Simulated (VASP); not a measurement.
The system is Ag.

```xyz
8
Lattice="-3.3731 3.3731 3.3731 3.3731 -3.3731 3.3731 3.3731 3.3731 -3.3731" Properties=species:S:1:pos:R:3 pbc="T T T"
Ag    0.6949    0.6949    0.6949
Ag   -0.6949    2.6782    0.6949
Ag    0.6949   -0.6949    2.6782
Ag    2.6782    0.6949   -0.6949
Ag    2.6782    2.6782    2.6782
Ag    0.6949    4.0679   -0.6949
Ag   -0.6949    0.6949    4.0679
Ag    4.0679   -0.6949    0.6949
```

* Program: VASP 6.6.1
* Task: relaxation of cell and atoms
* Functional: PBE
* Potentials or basis: VASP PAW PBE potentials, release 64 (Ag)
* Cutoff: 600 eV
* k mesh: 4 × 4 × 4
* Occupations: gaussian, width 0.1 eV
* Spin: no spin polarisation

At the start: pressure 26.5 GPa; volume 19.19 Å³/atom.

Task: Where does the relaxation end?

Result: Over 4 steps the energy falls by 391.3 meV/atom and the volume is 25.27 Å³/atom (+31.7 %); space group Ia-3 (No. 206, to 0.1 Å) before and after.

Step by step:
```tsv
step	energy change (eV)	largest force (eV/Å)	pressure (GPa)	volume (Å³)
1	0.0000	1.5849	26.52	153.51
2	-2.5880	0.2244	-4.03	235.44
3	-3.1293	0.0112	0.35	200.01
4	-3.1306	0.0345	-0.11	202.14
```

Final structure:
```
Ag
1.0
    -3.69713    3.69713    3.69713
     3.69713   -3.69713    3.69713
     3.69713    3.69713   -3.69713
Ag
8
Direct
  0.21487 0.21487 0.21487
  0.50000 0.00000 0.28513
  0.28513 0.50000 0.00000
  0.00000 0.28513 0.50000
  0.78513 0.78513 0.78513
  0.50000 0.00000 0.71487
  0.71487 0.50000 0.00000
  0.00000 0.71487 0.50000
```

Caveat: the volume moved by over 15 % at a fixed basis, so the end points are rough.
